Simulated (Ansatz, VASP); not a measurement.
As in VASP and in Ansatz

```
CELL_PARAMETERS angstrom
1.90424 1.09942 3.61998
-1.90424 1.09942 3.61998
0.00000 -2.19883 3.61998
ATOMIC_POSITIONS crystal
As 0.22606 0.22606 0.22606
As 0.77394 0.77394 0.77394
```

Alike in both runs: functional PBE; k mesh 15 × 15 × 15; occupations gaussian, width 0.1 eV; no spin polarisation.

Ansatz relaxed the structure, and its values are those at the end. VASP's run is a single point on that final structure, the one shown.

|  | VASP | Ansatz |
| --- | --- | --- |
| version | VASP 6.6.1 | Ansatz 0.2.0 |
| potentials or method | VASP PAW PBE potentials, release 64 (As), cutoff 520 eV | scalar-relativistic, plane waves, PAW |
| valence electrons in the cell | 10 | 30 |

```csv
,VASP,Ansatz,Ansatz less VASP
gap on the k mesh at the Fermi level (eV),none,none,-
pressure (GPa),0.2,0.0,-0.22
rms of the force components (eV/Å),0.026,0.000,-0.0255
```

A gap of «none» marks a metal or a gap that the smearing closes. VASP's potentials hold 10 valence electrons a cell and Ansatz's 30, so a difference there can come from the potentials and not from the codes.
